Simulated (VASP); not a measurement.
CaO: G0W0 quasiparticle levels with PBE

Crystal: CaO.

```xyz
2
Lattice="0.0000 2.3975 2.3975 2.3975 0.0000 2.3975 2.3975 2.3975 0.0000" Properties=species:S:1:pos:R:3 pbc="T T T"
Ca    0.0000    0.0000    0.0000
O     2.3975    2.3975    2.3975
```

| Quantity | Value |
| --- | --- |
| Program | VASP 6.6.1 |
| Task | G0W0 quasiparticle levels |
| Functional | PBE |
| Potentials or basis | VASP PAW PBE potentials, release 64 (Ca_sv_GW, O_GW) |
| Cutoff | 500 eV |
| k mesh | 8 × 8 × 8 |
| Occupations | gaussian, width 0.01 eV |
| Spin | no spin polarisation |
| Dipole correction | no |
| GW scheme | G0W0 |
| GW iterations | 1 |
| Cutoff of the response function | 80 |
| Frequency points | 96 |
| Empty bands | 44 |
| Further INCAR settings | ALGO = EVGW0; EDIFF = 1e-08; NBANDS = 52 |

```json
{
  "Quasiparticle gap": "5.71 eV",
  "Least direct quasiparticle gap": "6.11 eV",
  "Band gap of the starting levels on the mesh": "3.66 eV",
  "Least direct gap of the starting levels on the mesh": "4.03 eV"
}
```

Wall time 9.2 min on 1 thread of Intel(R) Xeon(R) 6975P-C (Granite Rapids), with other jobs on the host, peak memory 0.73 GiB.

Caveat: bands, screening cutoff and mesh are small and nothing is extrapolated, so the quasiparticle values aren't converged.
